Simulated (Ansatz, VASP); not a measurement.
**Pd: VASP beside Ansatz**

```
Pd
1.0
     2.78750    0.00000    0.00000
     1.39375    2.41404    0.00000
     0.00000    0.00000   29.65589
Pd
7
Direct
  0.00000 0.00000 0.26971
  0.33333 0.33333 0.34693
  0.66667 0.66667 0.42345
  0.00000 0.00000 0.50000
  0.33333 0.33333 0.57655
  0.66667 0.66667 0.65307
  0.00000 0.00000 0.73029
```

Alike in both runs: functional PBE; k mesh 14 × 14 × 1; no spin polarisation.

Ansatz relaxed the structure, and its values are those at the end. VASP's run is a single point on that final structure, the one shown.

|  | VASP | Ansatz |
| --- | --- | --- |
| version | VASP 6.6.1 | Ansatz 0.2.0 |
| potentials or method | VASP PAW PBE potentials, release 64 (Pd) | plane-wave PAW, scalar-relativistic |
| plane-wave cutoff (eV) | 520 | 420 |
| occupations | methfessel-paxton of order 1, width 0.1 eV | cold, width 0.1 eV |
| valence electrons in the cell | 70 | 126 |

Ansatz gave:

| Quantity | Value |
| --- | --- |
| rms of the force components (eV/Å) | 0.000 |

Question: Which values does VASP return?

Answer: rms of the force components (eV/Å): 0.003.

VASP's potentials hold 70 valence electrons a cell and Ansatz's 126, so a difference there can come from the potentials and not from the codes.
